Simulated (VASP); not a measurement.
# AlGa2As3 (P-6m2) in VASP: further runs, part 2 of 2

VASP 6.6.1. Earlier steps stand in the parts before.

## 4. Single point, PBE

This run uses another cell than the first one, of 21.65 Å³/atom.

The input, INCAR:

```
SYSTEM = AlGa2As3
ALGO = Normal
EDIFF = 1E-7
ENCUT = 520
GGA = PE
ISIF = 2
ISMEAR = 0
LASPH = .True.
LCHARG = .False.
LREAL = .False.
LWAVE = .False.
NBANDS = 31
NELM = 80
PREC = Accurate
SIGMA = 0.1
```

The input, KPOINTS:

```
k-points
0
Gamma
  12 12 6
  0 0 0
```

The input, POSCAR:

```
AlGa2As3
1.0
    4.4455010536     -0.0000000031      0.0000000000
   -2.2227505241      3.8499168465      0.0000000000
    0.0000000000      0.0000000000      7.5882617645
Al Ga As
1 2 3
Direct
    0.6666666667      0.3333333333      0.0000000000
    0.3333333333      0.6666666667      0.2583765075
    0.3333333333      0.6666666667      0.7416234925
    0.6666666667      0.3333333333      0.5000000000
    0.0000000000      0.0000000000      0.0000000000
    0.0000000000      0.0000000000      0.5000000000
```

Potentials or basis: VASP PAW PBE potentials, release 64 (Al, Ga_d, As).

On the command line:

```bash
> cat potpaw_PBE.64/Al/POTCAR potpaw_PBE.64/Ga_d/POTCAR potpaw_PBE.64/As/POTCAR > POTCAR
> mpirun -np 1 vasp_std > vasp.out
```

OUTCAR:

```text
SYSTEM = AlGa2As3
   EDIFF = 1E-7
   ENCUT = 520
   GGA = PE
   ISIF = 2
   ISMEAR = 0
   LASPH = .True.
   LREAL = .False.
   NELM = 80
   PREC = Accurate

 ion  position               nearest neighbor table
   1  0.667  0.333  0.000-   5 2.57   5 2.57   5 2.57
   2  0.333  0.667  0.258-
   3  0.333  0.667  0.742-
   4  0.667  0.333  0.500-   6 2.57   6 2.57   6 2.57
   5  0.000  0.000  0.000-   1 2.57   1 2.57   1 2.57
   6  0.000  0.000  0.500-   4 2.57   4 2.57   4 2.57

  LATTYP: Found a hexagonal cell.
 ALAT       =     4.4455010536
 C/A-ratio  =     1.7069530910

  Lattice vectors:

 A1 = (   4.4455010536,  -0.0000000031,   0.0000000000)
 A2 = (  -2.2227505241,   3.8499168465,   0.0000000000)
 A3 = (   0.0000000000,   0.0000000000,   7.5882617645)

Analysis of symmetry for initial positions (statically):
=====================================================================
 Subroutine PRICEL returns:
 Original cell was already a primitive cell.

 Routine SETGRP: Setting up the symmetry group for a
 hexagonal supercell.
[... 171 lines left out ...]
  ---------------------------------------------------
  free energy    TOTEN  =       -22.33225793 eV

  energy without entropy =      -22.32146106  energy(sigma->0) =      -22.32685949

 E-fermi :   4.9730     XC(G=0):  -9.9720

 val. band max:        4.9663351148   @ k =   0.2500   0.0833   0.1667
 cond. band min:       4.9878428571   @ k =   0.1667   0.0000   0.5000
 fundamental gap:      0.0215077423
 Fermi energy:         4.9730053496

 k-point     1 :       0.0000    0.0000    0.0000
  band No.  band energies     occupation
      1      -9.8607      2.00000
      2      -9.8573      2.00000
      3      -9.8573      2.00000
      4      -9.8480      2.00000
      5      -9.8480      2.00000
      6      -9.8441      2.00000
[... 805 lines left out ...]
     30       9.3260      0.00000
     31      10.2784      0.00000

 [... further k-points ...]
[... 5 lines left out ...]
  --------------------------------------------------------------------------------------
  -------------------------------------------------------------------------------------
  Total        0.1289115      0.1289115      0.0363861      0.0000000      0.0000000      0.0000000
  in kB        1.5903317      1.5903317      0.4488821      0.0000000      0.0000000      0.0000000
  external PRESSURE =       1.2098485 kB  Pullay stress =       0.0000000 kB

 VOLUME and BASIS-vectors are now :
 -----------------------------------------------------------------------------
  energy-cutoff  :      520.00
  volume of cell :      129.87
      direct lattice vectors                 reciprocal lattice vectors
     4.445501054 -0.000000003  0.000000000     0.224946522  0.129872935  0.000000000
    -2.222750524  3.849916847  0.000000000     0.000000000  0.259745870  0.000000000
     0.000000000  0.000000000  7.588261765     0.000000000  0.000000000  0.131782486

 POSITION                                       TOTAL-FORCE (eV/Angst)
 -----------------------------------------------------------------------------------
      2.22275      1.28331      0.00000         0.000000     -0.000000     -0.000000
      0.00000      2.56661      1.96063        -0.000000      0.000000     -0.004490
      0.00000      2.56661      5.62763        -0.000000      0.000000      0.004490
      2.22275      1.28331      3.79413        -0.000000      0.000000     -0.000000
      0.00000      0.00000      0.00000         0.000000     -0.000000     -0.000000
      0.00000      0.00000      3.79413         0.000000     -0.000000     -0.000000
 -----------------------------------------------------------------------------------
    total drift:                                0.000000     -0.000000     -0.000000

  FREE ENERGIE OF THE ION-ELECTRON SYSTEM (eV)
  ---------------------------------------------------
  free  energy   TOTEN  =       -22.3322579320 eV

  energy  without entropy=      -22.3214610562  energy(sigma->0) =      -22.32685949
```

OSZICAR:

```text
N       E                     dE             d eps       ncg     rms          rms(c)
DAV:   1     0.299244024281E+03    0.29924E+03   -0.19591E+04  4950   0.178E+03
DAV:   2     0.156528661274E+02   -0.28359E+03   -0.27182E+03  5138   0.458E+02
DAV:   3    -0.209303632883E+02   -0.36583E+02   -0.35242E+02  5620   0.118E+02
DAV:   4    -0.225649372859E+02   -0.16346E+01   -0.16187E+01  5899   0.248E+01
DAV:   5    -0.226027803079E+02   -0.37843E-01   -0.37787E-01  5750   0.380E+00    0.429E+00
DAV:   6    -0.223543041580E+02    0.24848E+00   -0.44643E-01  6581   0.512E+00    0.245E+00
DAV:   7    -0.223364810780E+02    0.17823E-01   -0.17781E-01  5709   0.158E+00    0.856E-01
DAV:   8    -0.223325006493E+02    0.39804E-02   -0.17837E-02  5584   0.903E-01    0.223E-01
DAV:   9    -0.223322653936E+02    0.23526E-03   -0.19751E-03  5650   0.219E-01    0.698E-02
DAV:  10    -0.223322550040E+02    0.10390E-04   -0.22707E-04  6642   0.864E-02    0.337E-02
DAV:  11    -0.223322580181E+02   -0.30142E-05   -0.40088E-05  5601   0.413E-02    0.970E-03
DAV:  12    -0.223322582796E+02   -0.26150E-06   -0.67395E-06  5856   0.175E-02    0.311E-03
DAV:  13    -0.223322579651E+02    0.31458E-06   -0.92982E-07  5703   0.674E-03    0.744E-04
DAV:  14    -0.223322579320E+02    0.33007E-07   -0.59061E-08  3246   0.162E-03
   1 F= -.22332258E+02 E0= -.22326859E+02  d E =-.107969E-01
```

stdout:

```text
POSCAR found type information on POSCAR AlGaAs
 POSCAR found :  3 types and       6 ions
 scaLAPACK will be used
 LDA part: xc-table for (Slater+PW92), standard interpolation
 POSCAR, INCAR and KPOINTS ok, starting setup
 FFT: planning ... GRIDC
 FFT: planning ... GRID_SOFT
 FFT: planning ... GRID
 WAVECAR not read
 entering main loop
```

Wall time 3.5 min (1 thread of Intel Xeon 6975P-C (Granite Rapids), shared host); peak memory 0.44 GiB.

Results:

| Quantity | Value |
| --- | --- |
| Free energy | -22.3323 eV |
| Pressure | 0.1 GPa |
| Largest force | 0.004 eV/Å |
| Band gap on the k mesh | zero (bands 22 and 23 overlap by 1.06 eV) |

Forces on the atoms (eV/Å):
```
Al   0.000  0.000  0.000
Ga   0.000  0.000 -0.004
Ga   0.000  0.000  0.004
As   0.000  0.000  0.000
As   0.000  0.000  0.000
As   0.000  0.000  0.000
```

Levels at points of the mesh, in eV from the Fermi level:
```tsv
k point	band 20	band 21	band 22	band 23	band 24	band 25
(0.00, 0.00, 0.00)	-1.99	-0.98	-0.71	-0.71	0.76	1.51
(0.50, 0.00, 0.00)	-1.94	-0.71	-0.04	1.18	1.29	1.70
(0.00, 0.00, 0.50)	-2.05	-0.80	-0.55	-0.55	0.22	0.77
(0.50, 0.00, 0.50)	-2.59	-1.71	-1.38	1.35	1.70	2.59
```

## 5. Relaxation of cell and atoms, PBE

The input, INCAR:

```
SYSTEM = AlGa2As3
PREC = Accurate
ENCUT = 600
EDIFF = 1E-6
ISMEAR = 0
SIGMA = 0.1
LREAL = .FALSE.
LASPH = .TRUE.
NELM = 80
ALGO = Normal
ISIF = 3
LWAVE = .FALSE.
LCHARG = .FALSE.
GGA = PE
IBRION = 2
NSW = 100
EDIFFG = -0.01
```

The input, KPOINTS:

```
regular mesh
0
G
  12 12 4
  0 0 0
```

The input, POSCAR:

```
AlGa2As3
1.0
    4.1735441100      0.0000000000      0.0000000000
   -2.0867720500      3.6143952200      0.0000000000
    0.0000000000      0.0000000000      9.5378862400
Al Ga As
1 2 3
Direct
    0.6666666700      0.3333333300      0.0000000000
    0.3333333300      0.6666666700      0.2391230000
    0.3333333300      0.6666666700      0.7608770000
    0.6666666700      0.3333333300      0.5000000000
    0.0000000000      0.0000000000      0.0000000000
    0.0000000000      0.0000000000      0.5000000000
```

On the command line:

```bash
> cat potpaw_PBE.64/Al/POTCAR potpaw_PBE.64/Ga_d/POTCAR potpaw_PBE.64/As/POTCAR > POTCAR
> mpirun -np 1 vasp_std > vasp.out
```

It took 43 min on 1 thread of Intel Xeon 6975P-C (Granite Rapids), shared host; peak memory 0.54 GiB.

It converged, with:

```yaml
Free_energy: -22.9890 eV
Relaxed_volume: 19.14 Å³/atom
Relaxed_cell: a = 4.832 Å, b = 4.832 Å, c = 5.679 Å, α = 90.00°, β = 90.00°, γ = 120.00°
Space_group_after_relaxing_to_0.1_Å: P-6m2 (No. 187)
Pressure_after_relaxing: 0.0 GPa
Largest_force_after_relaxing: 0.007 eV/Å
```

Forces on the atoms (eV/Å):
```
Al   0.000  0.000  0.000
Ga   0.000  0.000 -0.007
Ga   0.000  0.000  0.007
As   0.000  0.000  0.000
As   0.000  0.000  0.000
As   0.000  0.000  0.000
```

Final structure:
```cif
data_structure
_symmetry_space_group_name_H-M 'P 1'
_symmetry_Int_Tables_number 1
_cell_length_a 4.8317
_cell_length_b 4.8317
_cell_length_c 5.6794
_cell_angle_alpha 90.000
_cell_angle_beta 90.000
_cell_angle_gamma 120.000
_cell_volume 114.82
loop_
_atom_site_label
_atom_site_type_symbol
_atom_site_fract_x
_atom_site_fract_y
_atom_site_fract_z
_atom_site_occupancy
Al1 Al 0.66667 0.33333 0.00000 1
Ga1 Ga 0.33333 0.66667 0.25113 1
Ga2 Ga 0.33333 0.66667 0.74887 1
As1 As 0.66667 0.33333 0.50000 1
As2 As 0.00000 0.00000 0.00000 1
As3 As 0.00000 0.00000 0.50000 1
```

Levels at points of the mesh, in eV from the Fermi level:
| k point | band 18 | band 19 | band 20 | band 21 | band 22 | band 23 | band 24 | band 25 | band 26 |
| --- | --- | --- | --- | --- | --- | --- | --- | --- | --- |
| (0.00, 0.00, 0.00) | -2.69 | -2.69 | -1.98 | -1.64 | -1.23 | -1.23 | 0.16 | 0.88 | 1.99 |
| (0.50, 0.00, 0.00) | -4.41 | -2.30 | -2.22 | -1.79 | 0.83 | 1.13 | 1.17 | 2.38 | 3.38 |
| (0.00, 0.00, 0.50) | -2.65 | -2.65 | -2.27 | -1.68 | -1.65 | -1.65 | -1.46 | -0.57 | -0.57 |
| (0.50, 0.00, 0.50) | -3.87 | -1.13 | -1.00 | -0.44 | 0.29 | 1.33 | 2.03 | 2.74 | 3.08 |

Caveat: the volume moved by over 15 % at a fixed basis, so the end points are rough; the highest band is partly filled, so the run has too few bands.

## 6. Overview

```csv
task,cell,k mesh,cutoff (eV),gap on the mesh (eV),pressure (GPa),largest force (eV/Å)
single point,"a = 4.174, b = 4.174, c = 9.538 Å, angles 90.0, 90.0, 120.0°, 6 atoms, atomic positions A",6 × 6 × 2,520,none,3.8,0.21
single point,"a = 4.446, b = 4.446, c = 7.588 Å, angles 90.0, 90.0, 120.0°, 6 atoms, atomic positions B",12 × 12 × 4,520,none,0.2,0.01
single point,"a = 4.446, b = 4.446, c = 7.588 Å, angles 90.0, 90.0, 120.0°, 6 atoms, atomic positions B",12 × 12 × 6,520,none,0.1,-
relaxation of cell and atoms,"relaxed from a = 4.174, b = 4.174, c = 9.538 Å, angles 90.0, 90.0, 120.0°, 6 atoms, atomic positions A",12 × 12 × 4,600,-,0.0,0.01
```

Alike in all rows: level PBE; potentials or basis VASP PAW PBE potentials, release 64 (Al, Ga_d, As); no spin polarisation; smearing gaussian 0.1 eV.

Caveats: the stress differs along the axes, from -3 to 7 GPa (at least some runs); semilocal functionals underestimate gaps, and a narrow one can read as zero (at least some runs); the volume moved by over 15 % at a fixed basis, so the end points are rough (at least some runs); the highest band is partly filled, so the run has too few bands (at least some runs).

Total energies depend on the potentials used, so only differences within one code and one set of settings carry meaning.

The gap in the log of VASP goes by the Fermi energy; the results here count the filled bands.